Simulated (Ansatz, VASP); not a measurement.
## Two plane-wave programs on P

INCAR

```
SYSTEM = P
PREC = Accurate
ENCUT = 520
EDIFF = 1E-7
ISMEAR = -1
SIGMA = 0.1
LREAL = .FALSE.
LASPH = .TRUE.
NELM = 80
ALGO = Normal
ISIF = 2
LWAVE = .FALSE.
LCHARG = .FALSE.
GGA = RE
NBANDS = 12
```

Contents of KPOINTS:

```
Automatic mesh
0
G
  11 11 11
  0 0 0
```

POSCAR

```
P
1.0
    0.0000000000      2.7617396283      2.7617396283
    2.7617396283      0.0000000000      2.7617396283
    2.7617396283      2.7617396283      0.0000000000
P
2
Direct
    0.1250000000      0.1250000000      0.1250000000
    0.8750000000      0.8750000000      0.8750000000
```

Input for Ansatz:

```yaml
crystal:
  lattice:
    - [0.0, 2.7617396283, 2.7617396283]
    - [2.7617396283, 0.0, 2.7617396283]
    - [2.7617396283, 2.7617396283, 0.0]
  atoms:
    - { symbol: P, position: [0.125, 0.125, 0.125] }
    - { symbol: P, position: [0.875, 0.875, 0.875] }
hamiltonian:
  xc: revpbe
  pseudopotentials:
    kind: paw
    azcp:
      P: "pseudopotentials/P.paw.azcp"
basis:
  ecutwfc: 420
  fft_grid_basis: typed
kpoints:
  mp_grid: { grid: [11, 11, 11], shift: [0, 0, 0] }
magnetization:
  spin_polarized: false
scf:
  occupations: { method: fermi_dirac, width: 0.1 }
  lower_state_search: "off"
output:
  stress: true
```

Alike in both runs: task single point; functional revPBE; k mesh 11 × 11 × 11; occupations fermi-dirac, width 0.1 eV; no spin polarisation.

```csv
,VASP,Ansatz
version,VASP 6.6.1,Ansatz 0.2.0
potentials or method,"VASP PAW PBE potentials, release 64 (P), cutoff 520 eV","plane waves (420 eV) with PAW, scalar-relativistic"
valence electrons in the cell,10,10
```

```csv
,VASP,Ansatz,Ansatz less VASP
pressure (GPa),-0.2,0.1,+0.28
```

VASP's potentials were made for PBE, not for revPBE. The functional is the same, so the differences come from potentials, cutoffs and numerics.
